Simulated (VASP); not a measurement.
# Ti (Fm-3m) in VASP: a series of runs, part 2 of 2

VASP 6.6.1. Earlier steps stand in the parts before.

**5. Relaxation of cell and atoms, revPBE+D4**

The input, INCAR:

```
PREC     = Accurate       # precision mode
ENCUT    = 600            # plane-wave cutoff, eV
EDIFF    = 1E-6           # SCF threshold, eV
ISMEAR   = -1             # smearing method
SIGMA    = 0.05           # smearing width, eV
LREAL    = F              # projectors in reciprocal space
LASPH    = T              # aspherical terms in the spheres
NELM     = 60             # most SCF steps
ALGO     = Normal         # electronic algorithm
ISIF     = 3              # what is computed and relaxed
LWAVE    = F              # write WAVECAR
LCHARG   = F              # write CHGCAR
GGA      = RE             # functional
IVDW     = 13             # dispersion correction
IBRION   = 2              # ionic algorithm
NSW      = 60             # ionic steps
EDIFFG   = -0.01          # ionic threshold
```

The input, KPOINTS:

```
regular mesh
0
Gamma
  11 11 11
```

The input, POSCAR:

```
Ti
1.0
    0.0000000000      2.0300000000      2.0300000000
    2.0300000000      0.0000000000      2.0300000000
    2.0300000000      2.0300000000      0.0000000000
Ti
1
Direct
    0.0000000000      0.0000000000      0.0000000000
```

Potentials or basis: VASP PAW PBE potentials, release 64 (Ti_sv).

The run is started by

```
> cat potpaw_PBE.64/Ti_sv/POTCAR > POTCAR
> mpirun -np 1 vasp_std > vasp.out
```

OUTCAR:

```text
PREC = Accurate
   ENCUT = 600
   EDIFF = 1E-6
   ISMEAR = -1
   LREAL = F
   LASPH = T
   NELM = 60
   ISIF = 3
   GGA = RE
   IVDW = 13
   IBRION = 2
   NSW = 60
   EDIFFG = -0.01

 ion  position               nearest neighbor table
   1  0.000  0.000  0.000-

  LATTYP: Found a face centered cubic cell.
 ALAT       =     4.0600000000

  Lattice vectors:

 A1 = (   0.0000000000,   2.0300000000,   2.0300000000)
 A2 = (   2.0300000000,   0.0000000000,   2.0300000000)
 A3 = (   2.0300000000,   2.0300000000,   0.0000000000)

Analysis of symmetry for initial positions (statically):
=====================================================================
 Subroutine PRICEL returns:
 Original cell was already a primitive cell.

 Routine SETGRP: Setting up the symmetry group for a
 face centered cubic supercell.

 Subroutine GETGRP returns: Found 48 space group operations
 (whereof 48 operations were pure point group operations)
 out of a pool of 48 trial point group operations.

The static configuration has the point symmetry O_h .

Analysis of symmetry for dynamics (positions and initial velocities):
=====================================================================
 Subroutine PRICEL returns:
 Original cell was already a primitive cell.

 Routine SETGRP: Setting up the symmetry group for a
 face centered cubic supercell.

 Subroutine GETGRP returns: Found 48 space group operations
 (whereof 48 operations were pure point group operations)
 out of a pool of 48 trial point group operations.

The dynamic configuration has the point symmetry O_h .

 Subroutine INISYM returns: Found 48 space group operations
 (whereof 48 operations are pure point group operations),
 and found     1 'primitive' translations

----------------------------------------------------------------------------------------

                                     Primitive cell

  volume of cell :      16.7309

  direct lattice vectors                    reciprocal lattice vectors
     0.000000000  2.030000000  2.030000000    -0.246305419  0.246305419  0.246305419
     2.030000000  0.000000000  2.030000000     0.246305419 -0.246305419  0.246305419
     2.030000000  2.030000000  0.000000000     0.246305419  0.246305419 -0.246305419

  length of vectors
     2.870853532  2.870853532  2.870853532     0.426613499  0.426613499  0.426613499

  position of ions in fractional coordinates (direct lattice)
     0.000000000  0.000000000  0.000000000

  ion indices of the primitive-cell ions
   primitive index   ion index
                 1           1

----------------------------------------------------------------------------------------

 KPOINTS: regular mesh

Automatic generation of k-mesh.
 Grid dimensions read from file:
 generate k-points for:   11   11   11

 Generating k-lattice:

  Cartesian coordinates                     Fractional coordinates (reciprocal lattice)
    -0.022391402  0.022391402  0.022391402     0.090909091  0.000000000  0.000000000
     0.022391402 -0.022391402  0.022391402     0.000000000  0.090909091  0.000000000
     0.022391402  0.022391402 -0.022391402     0.000000000  0.000000000  0.090909091

  Length of vectors
     0.038783045  0.038783045  0.038783045

  Shift w.r.t. Gamma in fractional coordinates (k-lattice)
     0.000000000  0.000000000  0.000000000

 Subroutine IBZKPT returns following result:
 ===========================================

 Found     56 irreducible k-points:

 Following reciprocal coordinates:
            Coordinates               Weight
  0.000000  0.000000  0.000000      1.000000
  0.090909  0.000000  0.000000      8.000000
  0.181818  0.000000  0.000000      8.000000
  0.272727  0.000000  0.000000      8.000000
  0.363636  0.000000  0.000000      8.000000
  0.454545  0.000000  0.000000      8.000000
[... 16 lines left out ...]
 -0.272727  0.181818  0.000000     24.000000
 -0.181818  0.181818  0.000000     12.000000
 [... further k-points ...]
   k-points           NKPTS =     56   k-points in BZ     NKDIM =     56   number of bands    NBANDS=     10
   number of dos      NEDOS =    301   number of ions     NIONS =      1
   total plane-waves  NPLWV =  13824
   dimension x,y,z NGX =    24 NGY =   24 NGZ =   24
   dimension x,y,z NGXF=    48 NGYF=   48 NGZF=   48
   ions per type =               1
   NGX,Y,Z   is equivalent  to a cutoff of  13.90, 13.90, 13.90 a.u.
   NGXF,Y,Z  is equivalent  to a cutoff of  27.80, 27.80, 27.80 a.u.
 SYSTEM =  unknown system
   PREC   = accura    normal or accurate (medium, high low for compatibility)
   ISTART =      0    job   : 0-new  1-cont  2-samecut
   ICHARG =      2    charge: 1-file 2-atom 10-const
   ISPIN  =      1    spin polarized calculation?
   LNONCOLLINEAR =      F non collinear calculations
   LSORBIT =      F    spin-orbit coupling
   LASPH  =      T    aspherical Exc in radial PAW
   ENCUT  =  600.0 eV  44.10 Ry    6.64 a.u.   5.73  5.73  5.73*2*pi/ulx,y,z
   NELM   =     60;   NELMIN=  2; NELMDL= -5     # of ELM steps
   EDIFF  = 0.1E-05   stopping-criterion for ELM
   LREAL  =      F    real-space projection
   EDIFFG = -.1E-01   stopping-criterion for IOM
   NSW    =     60    number of steps for IOM
   IBRION =      2    ionic relax: 0-MD 1-quasi-New 2-CG
   NFREE  =      1    steps in history (QN), initial steepest desc. (CG)
   ISIF   =      3    stress and relaxation
   ISYM   =      2    0-nonsym 1-usesym 2-fastsym
   POTIM  = 0.5000    time-step for ionic-motion
   TEBEG  =    0.0;   TEEND  =   0.0 temperature during run
   PSTRESS=    0.0 pullay stress
   NELECT =      12.0000    total number of electrons
   NUPDOWN=      -1.0000    fix difference up-down
   EMIN   =  10.00;   EMAX   =-10.00  energy-range for DOS
   EFERMI =   0.00;   METHOD = LEGACY
   ISMEAR =    -1;   SIGMA  =   0.05  broadening in eV -4-tet -1-fermi 0-gaus
   EFERMI_NEDOS =   21; number of points for ismear=-14 and -15
   IALGO  =     38    algorithm
   IMIX   =      4    mixing-type and parameters
     AMIX     =   0.40;   BMIX     =  1.00
     AMIX_MAG =   1.60;   BMIX_MAG =  1.00
  volume/ion in A,a.u.               =      16.73       112.91
  Fermi-wavevector in a.u.,A,eV,Ry     =   1.465421  2.769245 29.217967  2.147460
  Thomas-Fermi vector in A             =   2.581280
   LORBIT       =      0    0 simple, 1 ext, 2 COOP (PROOUT), +10 PAW based schemes
   GGA     = RE    functional components
   LHFCALC =     F    Hartree Fock is set to
   AEXX    =    0.0000 exact exchange contribution
   IVDW    =    13    specifies the selected vdW correction
   LEPSILON=     F    determine dielectric tensor
   LRPA    =     F    only Hartree local field effects (RPA)
 conjugate gradient relaxation of ions
 non-spin polarized calculation
  energy-cutoff  :      600.00
  volume of cell :       16.73
 maximum number of plane-waves:       568
   NGX = 11   NGY = 11   NGZ = 11

--------------------------------------- Ionic step        1  -------------------------------------------

 number of electron      12.0000002 magnetization

 Free energy of the ion-electron system (eV)
  ---------------------------------------------------
  ext. energy  EPLUGINS =         0.00000000
  ---------------------------------------------------
  free energy    TOTEN  =        -7.45008425 eV

  energy without entropy =       -7.43860763  energy(sigma->0) =       -7.44434594

------------------------ aborting loop because EDIFF is reached ----------------------------------------

  DFT-D4 for vdW energy calculation

  Edisp (eV):   -0.31936
[... 69 lines left out ...]
--------------------------------------- Ionic step        3  -------------------------------------------

 number of electron      12.0000003 magnetization

 Free energy of the ion-electron system (eV)
  ---------------------------------------------------
  ext. energy  EPLUGINS =         0.00000000
  ---------------------------------------------------
  free energy    TOTEN  =        -7.46428772 eV

  energy without entropy =       -7.45167261  energy(sigma->0) =       -7.45798016

 E-fermi :   8.3871     XC(G=0): -11.4570

 val. band max:        8.3754784856   @ k =   0.1818   0.1818   0.0000
 cond. band min:       8.3919263310   @ k =  -0.3636   0.0909   0.0000
 fundamental gap:      0.0164478454
 Fermi energy:         8.3871078896

 k-point     1 :       0.0000    0.0000    0.0000
  band No.  band energies     occupation
      1     -48.3981      2.00000
      2     -24.2006      2.00000
      3     -24.2006      2.00000
      4     -24.2006      2.00000
      5       2.2605      2.00000
      6       9.2838      0.00000
      7       9.2838      0.00000
      8       9.2838      0.00000
      9      10.9402      0.00000
     10      10.9402      0.00000
[... 287 lines left out ...]
 k-point    24 :      -0.1818    0.1818    0.0000
  band No.  band energies     occupation
      1     -48.3155      2.00000
      2     -24.5779      2.00000
      3     -24.3557      2.00000
      4     -24.2443      2.00000
      5       4.7432      2.00000
      6       8.2109      1.94270
      7       9.2040      0.00000
      8      10.1705      0.00000
      9      10.1732      0.00000
     10      11.8897      0.00000

 [... further k-points ...]

------------------------ aborting loop because EDIFF is reached ----------------------------------------

  DFT-D4 for vdW energy calculation

  Edisp (eV):   -0.31004
[... 24 lines left out ...]
  FREE ENERGIE OF THE ION-ELECTRON SYSTEM (eV)
  ---------------------------------------------------
  free  energy   TOTEN  =        -7.7743257437 eV

  energy  without entropy=       -7.7617106266  energy(sigma->0) =       -7.76801819

 reached required accuracy - stopping structural energy minimisation
```

It took 43 s on 1 thread of AMD EPYC 7R43 (Zen 3), shared host; peak memory 0.12 GiB.

Results:

```yaml
Free_energy: -7.7743 eV
Relaxed_volume: 17.23 Å³/atom
Relaxed_cell: a = 2.899 Å, b = 2.899 Å, c = 2.899 Å, α = 60.00°, β = 60.00°, γ = 60.00°
Space_group_after_relaxing_to_0.05_Å: Fm-3m (No. 225)
Energy_gained_by_relaxing: 4.9 meV/atom
Ionic_steps: 3
Pressure_after_relaxing: 0.0 GPa
Band_gap_on_the_k_mesh: zero (band 6 reaches 9.28 eV, above the bottom of band 7 at 8.12 eV)
Dispersion_energy_per_atom: -0.310 eV
```

Step by step:
```csv
step,energy change (eV),largest force (eV/Å),pressure (GPa),volume (Å³)
1,0.0000,0.0000,3.23,16.73
2,-0.0028,0.0000,-1.96,17.56
3,-0.0049,0.0000,-0.02,17.23
```

Final structure:
```
CELL_PARAMETERS angstrom
0.00000 2.04990 2.04990
2.04990 0.00000 2.04990
2.04990 2.04990 0.00000
ATOMIC_POSITIONS crystal
Ti 0.00000 0.00000 0.00000
```

Levels at points of the mesh, in eV from the Fermi level:
```csv
k point,band 2,band 3,band 4,band 5,band 6,band 7,band 8,band 9,band 10
"(0.00, 0.00, 0.00)",-32.59,-32.59,-32.59,-6.13,0.90,0.90,0.90,2.55,2.55
```

Caveat: the PAW data sets were made with another functional, which shifts forces and pressure a little; pairwise dispersion overbinds metals, which lowers pressure and volume. Zero-point motion and thermal expansion aren't in these numbers.

**6. Summary**

```csv
level,gap on the mesh (eV),pressure (GPa),relaxed volume (Å³/atom)
RPBE+D3(BJ),none,0.0,12.77
RPBE+D4,none,0.0,17.30
revPBE+D3(BJ),none,0.0,15.92
revPBE+D4,none,0.0,17.23
```

Alike in all rows: task relaxation of cell and atoms; potentials or basis VASP PAW PBE potentials, release 64 (Ti_sv); no spin polarisation; cell relaxed; k mesh 11 × 11 × 11; cutoff (eV) 600; smearing fermi-dirac 0.05 eV.

Caveats: the PAW data sets were made with another functional, which shifts forces and pressure a little; pairwise dispersion overbinds metals, which lowers pressure and volume; the volume moved by over 15 % at a fixed basis, so the end points are rough (some runs); the volume moved by -24 % from the deposited cell, more than functionals usually miss (some runs).

Total energies depend on the potentials used, so only differences within one code and one set of settings carry meaning.
